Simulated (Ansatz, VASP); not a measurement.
**Two plane-wave programs on Pb**

File INCAR:

```
  ALGO = Normal
  EDIFF = 1E-6
  ENCUT = 520
  GGA = PS
  ISIF = 2
  ISMEAR = -1
  LASPH = T
  LCHARG = F
  LREAL = F
  LWAVE = F
  NBANDS = 36
  NELM = 100
  PREC = Accurate
  SIGMA = 0.05
```

The input KPOINTS:

```
k-points
0
Gamma
  7 7 2
```

The input POSCAR:

```
Pb
1.0
    3.5243661423      0.0000000000      0.0000000000
   -1.7621830712      3.0521906115      0.0000000000
    0.0000000000      0.0000000000     11.2653369738
Pb
4
Direct
    0.6666666667      0.3333333333      0.7500000000
    0.0000000000      0.0000000000      0.5000000000
    0.3333333333      0.6666666667      0.2500000000
    0.0000000000      0.0000000000      0.0000000000
```

Contents of input.yaml:

```yaml
crystal:
  lattice:
    - [3.5243661423, 0.0, 0.0]
    - [-1.7621830712, 3.0521906115, 0.0]
    - [0.0, 0.0, 11.2653369738]
  atoms:
    - { symbol: Pb, position: [0.6666666667, 0.3333333333, 0.75] }
    - { symbol: Pb, position: [0.0, 0.0, 0.5] }
    - { symbol: Pb, position: [0.3333333333, 0.6666666667, 0.25] }
    - { symbol: Pb, position: [0.0, 0.0, 0.0] }
hamiltonian:
  xc: pbesol
  pseudopotentials: { kind: paw }
kpoints:
  mp_grid: { grid: [7, 7, 2] }
scf:
  occupations: { method: fermi_dirac, width: 0.05 }
output:
  forces: true
  stress: true
  eigenvalues: true
  write_density: true
  write_potential: true
  elf: true
  volumetric_format: npy
```

Alike in both runs: task single point; functional PBEsol; k mesh 7 × 7 × 2; occupations fermi-dirac, width 0.05 eV; no spin polarisation.

|  | VASP | Ansatz |
| --- | --- | --- |
| version | VASP 6.6.1 | Ansatz 0.2.0 |
| potentials or method | VASP PAW PBE potentials, release 64 (Pb_d) | Ansatz PAW |
| plane-wave cutoff (eV) | 520 | 420 |
| valence electrons in the cell | 56 | 56 |

```csv
,VASP,Ansatz,Ansatz less VASP
gap on the k mesh at the Fermi level (eV),none,none,-
pressure (GPa),-0.5,-0.4,+0.08
```

VASP's potentials were made for PBE, not for PBEsol. A gap of «none» marks a metal or a gap that the smearing closes. The functional is the same, so the differences come from potentials, cutoffs and numerics.

Spin-orbit coupling is off throughout.
